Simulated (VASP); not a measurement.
Write the native input for VASP 6.6.1 that does the following.

| Item | Value |
| --- | --- |
| Task | single point |
| Functional | PBE |
| Potentials or basis | VASP PAW PBE potentials, release 64 (In_d, Sb) |
| Cutoff | 520 eV |
| k mesh | 12 × 12 × 12 |
| Occupations | gaussian, width 0.15 eV |
| Spin | no spin polarisation |
| Dipole correction | no |
| Further INCAR settings | ALGO = Normal; EDIFF = 1e-06; NBANDS = 16 |

The structure of InSb lies in POSCAR:

```
InSb
1.0
    0.0000000000      3.3362730000      3.3362730000
    3.3362730000      0.0000000000      3.3362730000
    3.3362730000      3.3362730000      0.0000000000
In Sb
1 1
Direct
    0.0000000000      0.0000000000      0.0000000000
    0.7500000000      0.7500000000      0.7500000000
```

This cell differs from its parent crystal: strain +0.030 along x and y, +0.030 along z.

One way to write it, as run:

INCAR

```
ALGO = Normal
EDIFF = 1E-6
ENCUT = 520
GGA = PE
ISIF = 2
ISMEAR = 0
LASPH = T
LCHARG = T
LELF = T
LREAL = F
LVHAR = T
LWAVE = F
NBANDS = 16
NELM = 60
PREC = Accurate
SIGMA = 0.15
```

KPOINTS

```
k-points
0
Gamma
  12 12 12
```

Potentials or basis: VASP PAW PBE potentials, release 64 (In_d, Sb).

Command:

```bash
$ cat potpaw_PBE.64/In_d/POTCAR potpaw_PBE.64/Sb/POTCAR > POTCAR
$ mpirun -np 1 vasp_std > vasp.out
```

It gave:

* Pressure: -0.6 GPa
* Band gap on the k mesh: zero (filled and empty bands touch)

Caveat: the cell differs from its parent crystal (strain +0.030 along x and y, +0.030 along z); semilocal functionals underestimate gaps, and a narrow one can read as zero; spin-orbit coupling is left out, which moves the levels of the heavy elements.

Run time: 120 s on 1 thread of Intel Xeon 8259CL, with other jobs on the host, peak memory 0.26 GiB.
